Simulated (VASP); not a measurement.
A run of VASP 6.6.1:

Contents of INCAR:

```
SYSTEM = ScAl3
PREC = Accurate ; ENCUT = 600
EDIFF = 1E-7 ; ISMEAR = 0
SIGMA = 0.1 ; LREAL = .FALSE.
LASPH = .TRUE. ; NELM = 60
ALGO = Normal ; ISIF = 3
LWAVE = .FALSE. ; LCHARG = .FALSE.
GGA = PE ; IBRION = 2
NSW = 100 ; EDIFFG = -0.01
```

File KPOINTS:

```
Automatic mesh
0
G
  12 12 12
  0 0 0
```

The input POSCAR:

```
ScAl3
1.0
    0.0000000000      3.3000981641      3.3000981641
    3.3000981641      0.0000000000      3.3000981641
    3.3000981641      3.3000981641      0.0000000000
Sc Al
1 3
Direct
    0.0000000000      0.0000000000      0.0000000000
    0.5000000000      0.5000000000      0.5000000000
    0.2500000000      0.2500000000      0.2500000000
    0.7500000000      0.7500000000      0.7500000000
```

Potentials or basis: VASP PAW PBE potentials, release 64 (Sc_sv, Al).

The run is started by

```console
$ cat potpaw_PBE.64/Sc_sv/POTCAR potpaw_PBE.64/Al/POTCAR > POTCAR
$ mpirun -np 1 vasp_std > vasp.out
```

Hardware: 1 thread of Intel(R) Xeon(R) 6975P-C (Granite Rapids), on a shared host.

Q: How long does it take, and how much memory?

A: Run time: 78 s on 1 thread of Intel(R) Xeon(R) 6975P-C (Granite Rapids) (shared host), peak memory 0.3 GiB. Counts: scf iterations 21, k points 72, ion steps 2.
